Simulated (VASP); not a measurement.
# CaSe in VASP: a series of runs, part 2 of 2

VASP 6.6.1. Earlier steps stand in the parts before.

## Step 3: Single point, HSE06 (strain -1.5%)

File POSCAR:

```
CaSe
1.0
    0.0000000000      3.2303679506      3.2303679506
    3.2303679506      0.0000000000      3.2303679506
    3.2303679506      3.2303679506      0.0000000000
Ca Se
1 1
Direct
    0.0000000000      0.0000000000      0.0000000000
    0.2500000000      0.2500000000      0.2500000000
```

File INCAR.step1:

```
PREC = Accurate ; ENCUT = 520
EDIFF = 1E-5 ; ISMEAR = 0
SIGMA = 0.01 ; LREAL = F
LASPH = T ; NELM = 60
ALGO = Normal ; ISIF = 2
LWAVE = T ; GGA = PE
NBANDS = 15
```

File INCAR.step2:

```
PREC = Accurate ; ENCUT = 520
EDIFF = 1E-6 ; ISMEAR = 0
SIGMA = 0.01 ; LREAL = F
LASPH = T ; NELM = 60
ALGO = Normal ; ISIF = 2
LWAVE = F ; LCHARG = T
GGA = PE ; LHFCALC = T
HFSCREEN = 0.2079 ; PRECFOCK = Normal
LELF = T ; LVHAR = T
ISTART = 1 ; NBANDS = 15
```

File KPOINTS:

```
Automatic mesh
0
Gamma
  4 4 4
```

Potentials or basis: VASP PAW PBE potentials, release 64 (Ca_sv, Se).

Launch:

```console
$ cat potpaw_PBE.64/Ca_sv/POTCAR potpaw_PBE.64/Se/POTCAR > POTCAR
$ cp INCAR.step1 INCAR
$ mpirun -np 1 vasp_std > vasp.out
$ cp INCAR.step2 INCAR
$ mpirun -np 1 vasp_std > vasp.out
```

OUTCAR:

```text
PREC = Accurate
   ENCUT = 520
   EDIFF = 1E-6
   ISMEAR = 0
   LREAL = F
   LASPH = T
   NELM = 60
   ISIF = 2
   GGA = PE
   LHFCALC = T
   HFSCREEN = 0.2079
   PRECFOCK = Normal
   ISTART = 1

 ion  position               nearest neighbor table
   1  0.000  0.000  0.000-   2 2.80   2 2.80   2 2.80   2 2.80
   2  0.250  0.250  0.250-   1 2.80   1 2.80   1 2.80   1 2.80

  LATTYP: Found a face centered cubic cell.
 ALAT       =     6.4607359012

  Lattice vectors:

 A1 = (   0.0000000000,   3.2303679506,   3.2303679506)
 A2 = (   3.2303679506,   0.0000000000,   3.2303679506)
 A3 = (   3.2303679506,   3.2303679506,   0.0000000000)

Analysis of symmetry for initial positions (statically):
=====================================================================
 Subroutine PRICEL returns:
 Original cell was already a primitive cell.

 Routine SETGRP: Setting up the symmetry group for a
 face centered cubic supercell.

 Subroutine GETGRP returns: Found 24 space group operations
 (whereof 24 operations were pure point group operations)
 out of a pool of 48 trial point group operations.

The static configuration has the point symmetry T_d .

Analysis of symmetry for dynamics (positions and initial velocities):
=====================================================================
 Subroutine PRICEL returns:
 Original cell was already a primitive cell.

 Routine SETGRP: Setting up the symmetry group for a
 face centered cubic supercell.

 Subroutine GETGRP returns: Found 24 space group operations
 (whereof 24 operations were pure point group operations)
 out of a pool of 48 trial point group operations.

The dynamic configuration has the point symmetry T_d .

 Subroutine INISYM returns: Found 24 space group operations
 (whereof 24 operations are pure point group operations),
 and found     1 'primitive' translations

----------------------------------------------------------------------------------------

                                     Primitive cell

  volume of cell :      67.4196

  direct lattice vectors                    reciprocal lattice vectors
     0.000000000  3.230367951  3.230367951    -0.154781129  0.154781129  0.154781129
     3.230367951  0.000000000  3.230367951     0.154781129 -0.154781129  0.154781129
     3.230367951  3.230367951  0.000000000     0.154781129  0.154781129 -0.154781129

  length of vectors
     4.568430167  4.568430167  4.568430167     0.268088780  0.268088780  0.268088780

  position of ions in fractional coordinates (direct lattice)
     0.000000000  0.000000000  0.000000000
     0.250000000  0.250000000  0.250000000

  ion indices of the primitive-cell ions
   primitive index   ion index
                 1           1
                 2           2

----------------------------------------------------------------------------------------

 KPOINTS: Automatic mesh

Automatic generation of k-mesh.
 Grid dimensions read from file:
 generate k-points for:    4    4    4
[... 32 lines left out ...]
   dimension x,y,z NGX =    36 NGY =   36 NGZ =   36
   dimension x,y,z NGXF=    72 NGYF=   72 NGZF=   72
   ions per type =               1   1
   NGX,Y,Z   is equivalent  to a cutoff of  13.10, 13.10, 13.10 a.u.
   NGXF,Y,Z  is equivalent  to a cutoff of  26.20, 26.20, 26.20 a.u.
 SYSTEM =  unknown system
   PREC   = accura    normal or accurate (medium, high low for compatibility)
   ISTART =      1    job   : 0-new  1-cont  2-samecut
   ICHARG =      0    charge: 1-file 2-atom 10-const
   ISPIN  =      1    spin polarized calculation?
   LNONCOLLINEAR =      F non collinear calculations
   LSORBIT =      F    spin-orbit coupling
   LASPH  =      T    aspherical Exc in radial PAW
   ENCUT  =  520.0 eV  38.22 Ry    6.18 a.u.   8.49  8.49  8.49*2*pi/ulx,y,z
   NELM   =     60;   NELMIN=  2; NELMDL=  0     # of ELM steps
   EDIFF  = 0.1E-05   stopping-criterion for ELM
   LREAL  =      F    real-space projection
   EDIFFG = 0.1E-04   stopping-criterion for IOM
   NSW    =      0    number of steps for IOM
   IBRION =     -1    ionic relax: 0-MD 1-quasi-New 2-CG
   NFREE  =      0    steps in history (QN), initial steepest desc. (CG)
   ISIF   =      2    stress and relaxation
   ISYM   =      3    0-nonsym 1-usesym 2-fastsym
   POTIM  = 0.5000    time-step for ionic-motion
   TEBEG  =    0.0;   TEEND  =   0.0 temperature during run
   PSTRESS=    0.0 pullay stress
   NELECT =      16.0000    total number of electrons
   NUPDOWN=      -1.0000    fix difference up-down
   EMIN   =  10.00;   EMAX   =-10.00  energy-range for DOS
   EFERMI =   0.00;   METHOD = LEGACY
   ISMEAR =     0;   SIGMA  =   0.01  broadening in eV -4-tet -1-fermi 0-gaus
   EFERMI_NEDOS =   21; number of points for ismear=-14 and -15
   IALGO  =     38    algorithm
   IMIX   =      1    mixing-type and parameters
     AMIX     =   0.40;   BMIX     =  1.00
     AMIX_MAG =   1.60;   BMIX_MAG =  1.00
  volume/ion in A,a.u.               =      33.71       227.48
  Fermi-wavevector in a.u.,A,eV,Ry     =   1.013568  1.915366 13.977535  1.027320
  Thomas-Fermi vector in A             =   2.146744
   LORBIT       =      0    0 simple, 1 ext, 2 COOP (PROOUT), +10 PAW based schemes
   GGA     = PE    functional components
   LHFCALC =     T    Hartree Fock is set to
   PRECFOCK=normal    Normal, Fast or Accurate (Low or Medium for compatibility)
   ENCUT4O =  -1.0   cutoff for four orbital integrals eV
   NKREDX  =     1    reduce k-point grid by
   NKREDY  =     1    reduce k-point grid by
   NKREDZ  =     1    reduce k-point grid by
   AEXX    =    0.2500 exact exchange contribution
   HFSCREEN=    0.2079 screening length (either q_TF or 0.3 A-1)
   HFSCREENC=   0.2079 screening length for correlation (either q_TF or 0.3 A-1)
   ENCUTFOCK=  -1.0 apply spherical cutoff to Coloumb kernel
   IVDW    =     0    specifies the selected vdW correction
   LEPSILON=     F    determine dielectric tensor
   LRPA    =     F    only Hartree local field effects (RPA)
 non-spin polarized calculation
 Gauss-broadening in eV      SIGMA  =   0.01
  energy-cutoff  :      520.00
  volume of cell :       67.42
 maximum number of plane-waves:      1837
 NGX is ok and might be reduce to    36
  NGX = 28; NGY = 28; NGZ = 28

 number of electron      16.0000000 magnetization

 Free energy of the ion-electron system (eV)
  ---------------------------------------------------
  ext. energy  EPLUGINS =         0.00000000
  ---------------------------------------------------
  free energy    TOTEN  =       -10.10838865 eV

  energy without entropy =      -10.10838865  energy(sigma->0) =      -10.10838865

 E-fermi :  -0.6174     XC(G=0):  -6.5387

 val. band max:       -0.7632262199   @ k =  -0.2500   0.2500   0.0000
 cond. band min:       3.4818662517   @ k =   0.0000   0.0000   0.0000
 fundamental gap:      4.2450924716
 Fermi energy:        -0.6174082244

 k-point     1 :       0.0000    0.0000    0.0000
  band No.  band energies     occupation
      1     -42.6236      2.00000
      2     -22.1750      2.00000
      3     -22.1750      2.00000
      4     -22.1750      2.00000
      5     -12.1302      2.00000
      6      -0.8663      2.00000
      7      -0.8663      2.00000
      8      -0.8663      2.00000
      9       3.4819      0.00000
     10       6.1942      0.00000
     11       6.1942      0.00000
     12       8.4267      0.00000
     13       8.4267      0.00000
     14       8.4267      0.00000
[... 113 lines left out ...]
      2     -22.2388      2.00000
      3     -22.2041      2.00000
      4     -22.1967      2.00000
      5     -11.6776      2.00000
      6      -1.5988      2.00000
      7      -1.5535      2.00000
      8      -0.8970      2.00000
      9       4.0845      0.00000
     10       5.6194      0.00000
     11       6.8466      0.00000
     12       7.1335      0.00000
     13       7.9679      0.00000
     14       9.6036      0.00000
     15      10.0145      0.00000

------------------------ aborting loop because EDIFF is reached ----------------------------------------

  FORCE on cell =-STRESS in cart. coord.  units (eV):
  Direction    XX          YY          ZZ          XY          YZ          ZX
  --------------------------------------------------------------------------------------
  -------------------------------------------------------------------------------------
  Total        0.8780591      0.8780591      0.8780591     -0.0000000      0.0000000      0.0000000
  in kB       20.8664405     20.8664405     20.8664405     -0.0000000      0.0000000      0.0000000
  external PRESSURE =      20.8664405 kB  Pullay stress =       0.0000000 kB

 VOLUME and BASIS-vectors are now :
 -----------------------------------------------------------------------------
  energy-cutoff  :      520.00
  volume of cell :       67.42
      direct lattice vectors                 reciprocal lattice vectors
     0.000000000  3.230367951  3.230367951    -0.154781129  0.154781129  0.154781129
     3.230367951  0.000000000  3.230367951     0.154781129 -0.154781129  0.154781129
     3.230367951  3.230367951  0.000000000     0.154781129  0.154781129 -0.154781129

 POSITION                                       TOTAL-FORCE (eV/Angst)
 -----------------------------------------------------------------------------------
      0.00000      0.00000      0.00000         0.000000      0.000000      0.000000
      1.61518      1.61518      1.61518        -0.000000     -0.000000     -0.000000
 -----------------------------------------------------------------------------------
    total drift:                                0.000001     -0.000001      0.000002

  FREE ENERGIE OF THE ION-ELECTRON SYSTEM (eV)
  ---------------------------------------------------
  free  energy   TOTEN  =       -10.1083886459 eV

  energy  without entropy=      -10.1083886459  energy(sigma->0) =      -10.10838865
```

OUTCAR.step1:

```text
PREC = Accurate
   ENCUT = 520
   EDIFF = 1E-5
   ISMEAR = 0
   LREAL = F
   LASPH = T
[... 346 lines left out ...]
 -----------------------------------------------------------------------------------
      0.00000      0.00000      0.00000        -0.000000     -0.000000     -0.000000
      1.61518      1.61518      1.61518         0.000000      0.000000      0.000000
 -----------------------------------------------------------------------------------
    total drift:                                0.000000      0.000000      0.000000

  FREE ENERGIE OF THE ION-ELECTRON SYSTEM (eV)
  ---------------------------------------------------
  free  energy   TOTEN  =        -8.9388701839 eV

  energy  without entropy=       -8.9388701839  energy(sigma->0) =       -8.93887018
```

OSZICAR.step1:

```text
N       E                     dE             d eps       ncg     rms          rms(c)
DAV:   1     0.107448365176E+03    0.10745E+03   -0.73520E+03   240   0.956E+02
DAV:   2    -0.384674554182E+01   -0.11130E+03   -0.10651E+03   303   0.229E+02
DAV:   3    -0.899591025751E+01   -0.51492E+01   -0.51108E+01   338   0.476E+01
DAV:   4    -0.936702425221E+01   -0.37111E+00   -0.37102E+00   363   0.999E+00
DAV:   5    -0.936967825523E+01   -0.26540E-02   -0.26540E-02   338   0.106E+00    0.434E+00
DAV:   6    -0.897423265030E+01    0.39545E+00   -0.50693E-01   261   0.310E+00    0.254E+00
DAV:   7    -0.892603820071E+01    0.48194E-01   -0.22414E-01   318   0.250E+00    0.103E+00
DAV:   8    -0.893755214648E+01   -0.11514E-01   -0.26198E-02   289   0.126E+00    0.184E-01
DAV:   9    -0.893799060226E+01   -0.43846E-03   -0.21810E-03   317   0.419E-01    0.973E-02
DAV:  10    -0.893873112929E+01   -0.74053E-03   -0.65349E-04   254   0.146E-01    0.316E-02
DAV:  11    -0.893887263972E+01   -0.14151E-03   -0.23134E-04   296   0.964E-02    0.132E-02
DAV:  12    -0.893887018386E+01    0.24559E-05   -0.11697E-05   279   0.224E-02
   1 F= -.89388702E+01 E0= -.89388702E+01  d E =-.419254E-40
```

Wall time 16 min (1 thread of Intel Xeon 8259CL, shared host); peak memory 0.31 GiB.

Results:

```yaml
Free_energy: -10.1084 eV
Pressure: 2.1 GPa
Band_gap_on_the_k_mesh: 4.25 eV (least direct gap 4.35 eV)
```

Levels at points of the mesh, in eV from the valence-band top:
| k point | band 6 | band 7 | band 8 | band 9 | band 10 | band 11 |
| --- | --- | --- | --- | --- | --- | --- |
| (0.00, 0.00, 0.00) | -0.10 | -0.10 | -0.10 | 4.25 | 6.96 | 6.96 |
| (0.50, 0.00, 0.00) | -1.40 | -0.02 | -0.02 | 6.35 | 7.00 | 7.00 |
| (0.50, 0.50, 0.00) | -1.43 | -0.06 | -0.06 | 4.51 | 6.29 | 7.82 |

Caveat: the k points lie up to 0.42 Å⁻¹ apart; the cell differs from its parent crystal (strain -1.5%); the structure was generated, so it needn't be the stable form of CaSe; the PAW data sets were made with another functional, which shifts forces and pressure a little. A k mesh can miss the band edges.
